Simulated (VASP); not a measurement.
Runs of VASP 6.6.1 on SbP. The structure is that of space group F-43m (No. 216), or close to it. The cells are those of the table. 

| cell | k mesh | smearing | gap on the mesh (eV) | pressure (GPa) |
| --- | --- | --- | --- | --- |
| a = 4.477 Å, angles 60.0°, 2 atoms | 6 × 6 × 6 | gaussian 0.05 eV | none | (a) |
| a = 4.116 Å, angles 60.0°, 2 atoms | 6 × 6 × 6 | gaussian 0.05 eV | none | 17.0 |
| a = 4.554 Å, angles 60.0°, 2 atoms | 6 × 6 × 6 | gaussian 0.05 eV | none | -1.9 |
| a = 4.495 Å, angles 60.0°, 2 atoms | 12 × 12 × 12 | fermi-dirac 0.15 eV | none | -1.0 |

Alike in all rows: task single point; level PBE; potentials or basis VASP PAW PBE potentials, release 64 (Sb, P); no spin polarisation; cutoff (eV) 500.

Task: Estimate the missing entries.

Result: (a) 0.1.

Caveats: spin-orbit coupling is left out, which moves the levels of the heavy elements; the cell stands under pressure (at least some runs).

A k mesh can miss the band edges, and the runs leave out spin-orbit coupling on Sb.

A gap of «none» marks levels without a gap at the run's occupations.
